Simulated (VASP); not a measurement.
Here is a VASP 6.6.1 calculation.

File INCAR:

```
SYSTEM = SnTe
  ALGO = Normal
  EDIFF = 1E-6
  ENCUT = 500
  GGA = PE
  GGA_COMPAT = .FALSE.
  ISIF = 2
  ISMEAR = 0
  LASPH = .TRUE.
  LCHARG = .TRUE.
  LELF = .TRUE.
  LREAL = .FALSE.
  LVHAR = .TRUE.
  LWAVE = .FALSE.
  NBANDS = 17
  NELM = 120
  PREC = Accurate
  SIGMA = 0.15
```

File KPOINTS:

```
k-points
0
G
  6 6 6
  0 0 0
```

POSCAR

```
SnTe
1.0
    0.0000000000      3.1565012282      3.1565012282
    3.1565012282      0.0000000000      3.1565012282
    3.1565012282      3.1565012282      0.0000000000
Sn Te
1 1
Direct
    0.5000000000      0.5000000000      0.5000000000
    0.0000000000      0.0000000000      0.0000000000
```

Potentials or basis: VASP PAW PBE potentials, release 64 (Sn_d, Te).

The run is started by

```console
$ cat potpaw_PBE.64/Sn_d/POTCAR potpaw_PBE.64/Te/POTCAR > POTCAR
$ mpirun -np 1 vasp_std > vasp.out
```

Question: Predict the band gap on the k mesh.

Answer: 0.08 eV, direct.

Question: What does it give for the pressure?

Answer: 2.0 GPa.

Caveat: spin-orbit coupling is left out, which moves the levels of the heavy elements. A k mesh can miss the band edges.
